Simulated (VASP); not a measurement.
Runs of VASP 6.6.1 on Bi2O. The structure is that of space group P-3m1 (No. 164), or close to it. The cells are those of the table. 

| task | cell | k mesh | cutoff (eV) | gap on the mesh (eV) | pressure (GPa) | largest force (eV/Å) |
| --- | --- | --- | --- | --- | --- | --- |
| single point | a = 3.534, b = 3.534, c = 6.207 Å, angles 90.0, 90.0, 120.0°, 3 atoms | 6 × 6 × 4 | 520 | none | -0.1 | 0.02 |
| relaxation of cell and atoms | relaxed from a = 3.700, b = 3.700, c = 6.196 Å, angles 90.0, 90.0, 120.0°, 3 atoms | 6 × 6 × 4 | 600 | none | 0.1 | 0.02 |
| single point | a = 3.521, b = 3.521, c = 6.219 Å, angles 90.0, 90.0, 120.0°, 3 atoms | 18 × 18 × 8 | 520 | none | -0.1 | 0.01 |
| single point | a = 3.700, b = 3.700, c = 6.196 Å, angles 90.0, 90.0, 120.0°, 3 atoms | 6 × 6 × 4 | 520 | none | -0.9 | (a) |

Alike in all rows: level PBE; potentials or basis VASP PAW PBE potentials, release 64 (Bi_d, O); no spin polarisation; smearing gaussian 0.1 eV.

**Question.** Estimate the missing entries.

**Answer.** (a) 1.29.

Caveats: spin-orbit coupling is left out, which moves the levels of the heavy elements; forces of over 1 eV/Å act on the atoms, so gaps and moduli don't describe the material at rest (some runs).

A k mesh can miss the band edges, and the runs leave out spin-orbit coupling on Bi.

A gap of «none» marks levels without a gap at the run's occupations.
